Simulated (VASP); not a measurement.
# BTe (Cmcm) in VASP: further runs

BTe is run at these levels: PBE; tasks: single point, relaxation of cell and atoms.

Everything below comes from runs of VASP 6.6.1. Logs are shortened: lines on timing, memory, paths and dates and some standing lists are left out, and cuts for length are marked.

## Step 1: The cell of the first run

It takes space group Cmcm (No. 63, orthorhombic). Conventional cell: a = 3.536 Å, b = 12.348 Å, c = 3.471 Å, α = 90.00°, β = 90.00°, γ = 90.00°. B (site symmetry m2m) has 5 Te at 2.29 to 2.51 Å within 3.0 Å. Te (site symmetry m2m) has 5 B at 2.29 to 2.51 Å within 3.0 Å.

## Step 2: Single point, PBE

INCAR

```
  PREC = Accurate
  ENCUT = 520
  EDIFF = 1E-7
  ISMEAR = 0
  SIGMA = 0.1
  LREAL = False
  LASPH = True
  NELM = 100
  ALGO = Normal
  ISIF = 2
  LWAVE = False
  LCHARG = False
  GGA = PE
  NBANDS = 17
```

KPOINTS

```
regular mesh
0
Gamma
  4 4 4
```

POSCAR

```
BTe
1.0
    1.7678644238     -6.1737742332      0.0000000000
    1.7678644238      6.1737742332      0.0000000000
    0.0000000000      0.0000000000      3.4711688385
B Te
2 2
Direct
    0.6725048304      0.3274951696      0.2500000000
    0.3274951696      0.6725048304      0.7500000000
    0.8582832834      0.1417167166      0.2500000000
    0.1417167166      0.8582832834      0.7500000000
```

Potentials or basis: VASP PAW PBE potentials, release 64 (B, Te).

Command:

```bash
$ cat potpaw_PBE.64/B/POTCAR potpaw_PBE.64/Te/POTCAR > POTCAR
$ mpirun -np 1 vasp_std > vasp.out
```

OUTCAR:

```text
PREC = Accurate
   ENCUT = 520
   EDIFF = 1E-7
   ISMEAR = 0
   LREAL = False
   LASPH = True
   NELM = 100
   ISIF = 2
   GGA = PE

 ion  position               nearest neighbor table
   1  0.673  0.327  0.250-   3 2.29   4 2.51   4 2.51   4 2.51   4 2.51
   2  0.327  0.673  0.750-   4 2.29   3 2.51   3 2.51   3 2.51   3 2.51
   3  0.858  0.142  0.250-   1 2.29   2 2.51   2 2.51   2 2.51   2 2.51   4 3.65   4 3.65   4 3.65
                             4 3.65
   4  0.142  0.858  0.750-   2 2.29   1 2.51   1 2.51   1 2.51   1 2.51   3 3.65   3 3.65   3 3.65
                             3 3.65

  LATTYP: Found a base centered orthorhombic cell.
 ALAT       =     3.5357288476
 B/A-ratio  =     3.4922215471
 C/A-ratio  =     0.9817406787

  Lattice vectors:

 A1 = (   1.7678644238,  -6.1737742332,   0.0000000000)
 A2 = (   1.7678644238,   6.1737742332,   0.0000000000)
 A3 = (   0.0000000000,   0.0000000000,   3.4711688385)

Analysis of symmetry for initial positions (statically):
=====================================================================
 Subroutine PRICEL returns:
 Original cell was already a primitive cell.

 Routine SETGRP: Setting up the symmetry group for a
 base centered orthorhombic supercell.

 Subroutine GETGRP returns: Found  8 space group operations
 (whereof  4 operations were pure point group operations)
 out of a pool of  8 trial point group operations.

The static configuration has the point symmetry C_2h.
 The point group associated with its full space group is D_2h.

Analysis of symmetry for dynamics (positions and initial velocities):
=====================================================================
 Subroutine PRICEL returns:
 Original cell was already a primitive cell.

 Routine SETGRP: Setting up the symmetry group for a
 base centered orthorhombic supercell.

 Subroutine GETGRP returns: Found  8 space group operations
 (whereof  4 operations were pure point group operations)
 out of a pool of  8 trial point group operations.

The dynamic configuration has the point symmetry C_2h.
 The point group associated with its full space group is D_2h.

 Subroutine INISYM returns: Found  8 space group operations
 (whereof  4 operations are pure point group operations),
 and found     1 'primitive' translations

----------------------------------------------------------------------------------------

                                     Primitive cell

  volume of cell :      75.7714

  direct lattice vectors                    reciprocal lattice vectors
     1.767864424 -6.173774233  0.000000000     0.282827118 -0.080987736  0.000000000
     1.767864424  6.173774233  0.000000000     0.282827118  0.080987736  0.000000000
     0.000000000  0.000000000  3.471168839     0.000000000  0.000000000  0.288087398

  length of vectors
     6.421902592  6.421902592  3.471168839     0.294194140  0.294194140  0.288087398

  position of ions in fractional coordinates (direct lattice)
     0.672504830  0.327495170  0.250000000
     0.327495170  0.672504830  0.750000000
     0.858283283  0.141716717  0.250000000
     0.141716717  0.858283283  0.750000000

  ion indices of the primitive-cell ions
   primitive index   ion index
                 1           1
                 2           2
                 3           3
                 4           4

----------------------------------------------------------------------------------------

 KPOINTS: regular mesh

Automatic generation of k-mesh.
 Grid dimensions read from file:
 generate k-points for:    4    4    4

 Generating k-lattice:

  Cartesian coordinates                     Fractional coordinates (reciprocal lattice)
     0.070706780 -0.020246934  0.000000000     0.250000000 -0.000000000  0.000000000
     0.070706780  0.020246934  0.000000000    -0.000000000  0.250000000  0.000000000
     0.000000000  0.000000000  0.072021850     0.000000000  0.000000000  0.250000000

  Length of vectors
     0.073548535  0.073548535  0.072021850

  Shift w.r.t. Gamma in fractional coordinates (k-lattice)
     0.000000000  0.000000000  0.000000000

 Subroutine IBZKPT returns following result:
 ===========================================

 Found     21 irreducible k-points:

 Following reciprocal coordinates:
            Coordinates               Weight
  0.000000  0.000000  0.000000      1.000000
  0.250000  0.000000  0.000000      4.000000
  0.500000  0.000000  0.000000      2.000000
  0.250000  0.250000  0.000000      2.000000
  0.500000  0.250000  0.000000      4.000000
 -0.250000  0.250000  0.000000      2.000000
[... 13 lines left out ...]
 -0.250000  0.250000  0.500000      2.000000
  0.500000  0.500000  0.500000      1.000000
   k-points           NKPTS =     21   k-points in BZ     NKDIM =     21   number of bands    NBANDS=     17
   number of dos      NEDOS =    301   number of ions     NIONS =      4
   total plane-waves  NPLWV =  64512
   dimension x,y,z NGX =    48 NGY =   48 NGZ =   28
   dimension x,y,z NGXF=    96 NGYF=   96 NGZF=   56
   ions per type =               2   2
   NGX,Y,Z   is equivalent  to a cutoff of  12.43, 12.43, 13.41 a.u.
   NGXF,Y,Z  is equivalent  to a cutoff of  24.85, 24.85, 26.82 a.u.
 SYSTEM =  unknown system
   PREC   = accura    normal or accurate (medium, high low for compatibility)
   ISTART =      0    job   : 0-new  1-cont  2-samecut
   ICHARG =      2    charge: 1-file 2-atom 10-const
   ISPIN  =      1    spin polarized calculation?
   LNONCOLLINEAR =      F non collinear calculations
   LSORBIT =      F    spin-orbit coupling
   LASPH  =      T    aspherical Exc in radial PAW
   ENCUT  =  520.0 eV  38.22 Ry    6.18 a.u.  11.94 11.94  6.45*2*pi/ulx,y,z
   NELM   =    100;   NELMIN=  2; NELMDL= -5     # of ELM steps
   EDIFF  = 0.1E-06   stopping-criterion for ELM
   LREAL  =      F    real-space projection
   EDIFFG = 0.1E-05   stopping-criterion for IOM
   NSW    =      0    number of steps for IOM
   IBRION =     -1    ionic relax: 0-MD 1-quasi-New 2-CG
   NFREE  =      0    steps in history (QN), initial steepest desc. (CG)
   ISIF   =      2    stress and relaxation
   ISYM   =      2    0-nonsym 1-usesym 2-fastsym
   POTIM  = 0.5000    time-step for ionic-motion
   TEBEG  =    0.0;   TEEND  =   0.0 temperature during run
   PSTRESS=    0.0 pullay stress
[... 40 lines left out ...]
 cond. band min:       6.8888435573   @ k =   0.5000   0.0000   0.0000
 fundamental gap:      0.0796916422
 Fermi energy:         6.8424129515

 k-point     1 :       0.0000    0.0000    0.0000
  band No.  band energies     occupation
      1      -7.7638      2.00000
      2      -5.1770      2.00000
      3       0.2847      2.00000
      4       3.2242      2.00000
      5       3.5225      2.00000
      6       3.7377      2.00000
[... 9 lines left out ...]
     16      13.0672      0.00000
     17      13.5209      0.00000

 k-point     2 :       0.2500    0.0000    0.0000
  band No.  band energies     occupation
      1      -7.1003      2.00000
      2      -4.8430      2.00000
      3      -0.2249      2.00000
      4       0.7331      2.00000
      5       2.4240      2.00000
      6       4.5358      2.00000
[... 9 lines left out ...]
     16      12.8739      0.00000
     17      13.8644      0.00000

 k-point     3 :       0.5000    0.0000    0.0000
  band No.  band energies     occupation
      1      -5.5135      2.00000
      2      -5.3011      2.00000
      3      -1.1423      2.00000
      4      -1.1086      2.00000
      5       3.3612      2.00000
      6       4.1064      2.00000
[... 9 lines left out ...]
     16      11.7262      0.00000
     17      15.5063      0.00000

 k-point     4 :       0.2500    0.2500    0.0000
  band No.  band energies     occupation
      1      -5.5163      2.00000
      2      -5.2974      2.00000
      3      -1.3072      2.00000
      4      -0.9204      2.00000
      5       3.0803      2.00000
      6       4.4781      2.00000
[... 9 lines left out ...]
     16      12.7844      0.00000
     17      14.3249      0.00000

 k-point     5 :       0.5000    0.2500    0.0000
  band No.  band energies     occupation
      1      -6.9851      2.00000
      2      -5.1388      2.00000
      3      -0.3357      2.00000
      4       1.4792      2.00000
      5       2.9439      2.00000
      6       4.6181      2.00000
[... 9 lines left out ...]
     16      13.8282      0.00000
     17      14.3667      0.00000

 k-point     6 :      -0.2500    0.2500    0.0000
  band No.  band energies     occupation
      1      -7.6900      2.00000
      2      -5.4063      2.00000
      3       0.9191      2.00000
      4       3.2002      2.00000
      5       3.4662      2.00000
      6       3.7921      2.00000
[... 9 lines left out ...]
     16      13.6867      0.00000
     17      13.9835      0.00000

 k-point     7 :       0.5000    0.5000    0.0000
  band No.  band energies     occupation
      1      -7.6052      2.00000
      2      -5.6299      2.00000
      3       1.8055      2.00000
      4       3.1105      2.00000
      5       3.4145      2.00000
      6       3.8517      2.00000
[... 9 lines left out ...]
     16      13.4976      0.00000
     17      14.5544      0.00000

 k-point     8 :       0.0000    0.0000    0.2500
  band No.  band energies     occupation
      1      -7.0814      2.00000
      2      -4.7505      2.00000
      3      -0.1200      2.00000
      4       0.8287      2.00000
      5       2.6513      2.00000
      6       4.3355      2.00000
[... 9 lines left out ...]
     16      12.7178      0.00000
     17      14.1324      0.00000
[... 143 lines left out ...]
      1      -4.7386      2.00000
      2      -4.7386      2.00000
      3      -0.3053      2.00000
      4      -0.3053      2.00000
      5       2.6705      2.00000
      6       2.6705      2.00000
[... 9 lines left out ...]
     16      13.2634      0.00000
     17      16.0435      0.00000

 k-point    17 :       0.5000    0.0000    0.5000
  band No.  band energies     occupation
      1      -3.8576      2.00000
      2      -3.8576      2.00000
      3       0.0861      2.00000
      4       0.0861      2.00000
      5       1.5121      2.00000
      6       1.5121      2.00000
[... 9 lines left out ...]
     16      13.6002      0.00000
     17      16.9326      0.00000

 k-point    18 :       0.2500    0.2500    0.5000
  band No.  band energies     occupation
      1      -3.8576      2.00000
      2      -3.8576      2.00000
      3       0.0920      2.00000
      4       0.0920      2.00000
      5       1.4654      2.00000
      6       1.4654      2.00000
[... 9 lines left out ...]
     16      14.2042      0.00000
     17      17.4822      0.00000

 k-point    19 :       0.5000    0.2500    0.5000
  band No.  band energies     occupation
      1      -4.7018      2.00000
      2      -4.7018      2.00000
      3      -0.5838      2.00000
      4      -0.5838      2.00000
      5       2.7044      2.00000
      6       2.7044      2.00000
[... 9 lines left out ...]
     16      13.0097      0.00000
     17      16.0477      0.00000

 k-point    20 :      -0.2500    0.2500    0.5000
  band No.  band energies     occupation
      1      -5.2852      2.00000
      2      -5.2852      2.00000
      3      -1.0741      2.00000
      4      -1.0741      2.00000
      5       3.7660      2.00000
      6       3.7660      2.00000
[... 9 lines left out ...]
     16      11.4320      0.00000
     17      16.3141      0.00000

 k-point    21 :       0.5000    0.5000    0.5000
  band No.  band energies     occupation
      1      -5.2556      2.00000
      2      -5.2556      2.00000
      3      -1.2665      2.00000
      4      -1.2665      2.00000
      5       4.4299      2.00000
      6       4.4299      2.00000
[... 9 lines left out ...]
     16      11.3020      0.00000
     17      16.5569      0.00000

------------------------ aborting loop because EDIFF is reached ----------------------------------------

  FORCE on cell =-STRESS in cart. coord.  units (eV):
  Direction    XX          YY          ZZ          XY          YZ          ZX
  --------------------------------------------------------------------------------------
  -------------------------------------------------------------------------------------
  Total       -0.1367714      0.1226315      0.1453085      0.0000000      0.0000000      0.0000000
  in kB       -2.8920149      2.5930276      3.0725310      0.0000000      0.0000000      0.0000000
  external PRESSURE =       0.9245146 kB  Pullay stress =       0.0000000 kB

 VOLUME and BASIS-vectors are now :
 -----------------------------------------------------------------------------
  energy-cutoff  :      520.00
  volume of cell :       75.77
      direct lattice vectors                 reciprocal lattice vectors
     1.767864424 -6.173774233  0.000000000     0.282827118 -0.080987736  0.000000000
     1.767864424  6.173774233  0.000000000     0.282827118  0.080987736  0.000000000
     0.000000000  0.000000000  3.471168839     0.000000000  0.000000000  0.288087398

 POSITION                                       TOTAL-FORCE (eV/Angst)
 -----------------------------------------------------------------------------------
      1.76786     -2.13001      0.86779         0.000000     -0.017112      0.000000
      1.76786      2.13001      2.60338         0.000000      0.017112     -0.000000
      1.76786     -4.42392      0.86779         0.000000      0.016771     -0.000000
      1.76786      4.42392      2.60338         0.000000     -0.016771      0.000000
 -----------------------------------------------------------------------------------
    total drift:                                0.000000      0.000000      0.000000

  FREE ENERGIE OF THE ION-ELECTRON SYSTEM (eV)
  ---------------------------------------------------
  free  energy   TOTEN  =       -15.6809259474 eV

  energy  without entropy=      -15.6725319002  energy(sigma->0) =      -15.67672892
```

Run time: 34 s. Hardware: 1 thread of AMD EPYC 7R43 (Zen 3), shared host; peak memory 0.2 GiB.

What came out:

* Free energy: -15.6809 eV
* Pressure: 0.1 GPa
* Largest force: 0.017 eV/Å
* Band gap on the k mesh: zero (band 9 reaches 8.23 eV, above the bottom of band 10 at 5.38 eV)

Forces on the atoms (eV/Å):
```
B    0.000 -0.017  0.000
B    0.000  0.017  0.000
Te   0.000  0.017  0.000
Te   0.000 -0.017  0.000
```

Caveat: the k points lie up to 0.46 Å⁻¹ apart; spin-orbit coupling is left out, which moves the levels of the heavy elements.

## Step 3: Relaxation of cell and atoms, PBE

This run uses another cell than the first one, of 22.92 Å³/atom, 1.210 times its volume.

INCAR

```
PREC = Accurate
ENCUT = 600
EDIFF = 1E-7
ISMEAR = 0
SIGMA = 0.1
LREAL = False
LASPH = True
NELM = 60
ALGO = Normal
ISIF = 3
LWAVE = False
LCHARG = False
GGA = PE
IBRION = 2
NSW = 90
EDIFFG = -0.04
```

KPOINTS is that of step 2.

POSCAR

```
BTe
1.0
    2.2531647951     -5.2991097958      0.0000000000
    2.2531647951      5.2991097958      0.0000000000
    0.0000000000      0.0000000000      3.8387252064
B Te
2 2
Direct
    0.6400000000      0.3600000000      0.2500000000
    0.3600000000      0.6400000000      0.7500000000
    0.9300000000      0.0700000000      0.2500000000
    0.0700000000      0.9300000000      0.7500000000
```

Potentials or basis: VASP PAW PBE potentials, release 64 (B, Te).

Command:

```bash
$ cat potpaw_PBE.64/B/POTCAR potpaw_PBE.64/Te/POTCAR > POTCAR
$ mpirun -np 1 vasp_std > vasp.out
```

Wall time 9.8 min (1 thread of AMD EPYC 7R43 (Zen 3), shared host); peak memory 0.26 GiB.

The run converged. Its results:

| Quantity | Value |
| --- | --- |
| Free energy | -15.6814 eV |
| Relaxed volume | 19.13 Å³/atom |
| Relaxed cell | a = 6.475 Å, b = 6.475 Å, c = 3.518 Å, α = 90.00°, β = 90.00°, γ = 148.75° |
| Space group after relaxing (to 0.05 Å) | Cmcm (No. 63) |
| Energy gained by relaxing | 1803.4 meV/atom |
| Ionic steps | 26 |
| Pressure after relaxing | -0.1 GPa |
| Largest force after relaxing | 0.019 eV/Å |
| Band gap on the k mesh | zero (band 9 reaches 8.28 eV, above the bottom of band 10 at 5.29 eV) |

Forces in eV/Å, atoms in the order of the input:
```
B    0.000 -0.001  0.000
B    0.000  0.001  0.000
Te   0.000  0.019  0.000
Te   0.000 -0.019  0.000
```

Stress tensor (GPa, compression positive):
```
-0.13  0.00  0.00
 0.00  0.03  0.00
 0.00  0.00 -0.19
```

The path:
```
step  energy change (eV)  largest force (eV/Å)  pressure (GPa)  volume (Å³)
   1              0.0000                9.3956           12.83        91.67
   2             -2.8186                0.7920          -11.17       116.80
   3             -3.1091                1.3300           -9.11       106.95
   4             -4.7329                1.9280          -10.20        89.88
   5             -6.5922                1.4881            3.03        66.23
   6             -6.8260                1.1045           10.64        63.74
   7             -6.8844                0.5436            7.70        64.47
   8             -7.0773                0.4418           -1.13        72.43
   9             -7.0778                0.4372           -0.63        71.85
  10             -7.1336                0.4467           -0.54        72.53
  11             -7.1458                0.4738           -0.39        72.94
  12             -7.1841                0.1293            0.23        72.89
  13             -7.1871                0.1067            0.78        72.86
  14             -7.1874                0.0572            0.62        72.87
  15             -7.1955                0.0184            0.26        73.80
  16             -7.2053                0.0484           -0.12        75.14
  17             -7.2018                0.0969           -0.27        77.78
  18             -7.2030                0.1090           -0.30        77.35
  19             -7.2085                0.0631           -0.32        76.25
  20             -7.2082                0.0295           -0.22        75.69
  21             -7.2088                0.0322           -0.28        76.01
  22             -7.2105                0.1463            0.28        76.35
  23             -7.2123                0.1004            0.00        76.21
  24             -7.2129                0.0712            0.25        76.21
  25             -7.2132                0.0501            0.15        76.21
  26             -7.2138                0.0188           -0.10        76.52
```

Final structure:
```yaml
crystal:
  lattice:
    - [1.74401, -6.23553, 0.00000]
    - [1.74401, 6.23553, 0.00000]
    - [0.00000, 0.00000, 3.51837]
  atoms:
    - { symbol: B, position: [0.67309, 0.32691, 0.25000] }
    - { symbol: B, position: [0.32691, 0.67309, 0.75000] }
    - { symbol: Te, position: [0.85745, 0.14255, 0.25000] }
    - { symbol: Te, position: [0.14255, 0.85745, 0.75000] }
```

Levels at points of the mesh, in eV from the Fermi level:
```
           k point  band 7  band 8  band 9  band 10  band 11  band 12
(0.00, 0.00, 0.00)   -1.07   -1.01    0.23     0.87     3.61     4.03
(0.50, 0.00, 0.00)   -0.16   -0.06    1.26     1.48     2.00     2.14
(0.50, 0.50, 0.00)   -1.64   -1.23   -0.87     0.20     3.05     3.98
(0.00, 0.00, 0.50)    0.03    0.03    1.59     1.59     2.08     2.08
(0.50, 0.00, 0.50)   -4.58   -4.58   -1.37    -1.37     3.49     3.49
(0.50, 0.50, 0.50)   -0.05   -0.05    1.12     1.12     2.25     2.25
```

Caveat: the k points lie up to 0.47 Å⁻¹ apart in the final cell; the volume moved by over 15 % at a fixed basis, so the end points are rough; spin-orbit coupling is left out, which moves the levels of the heavy elements.
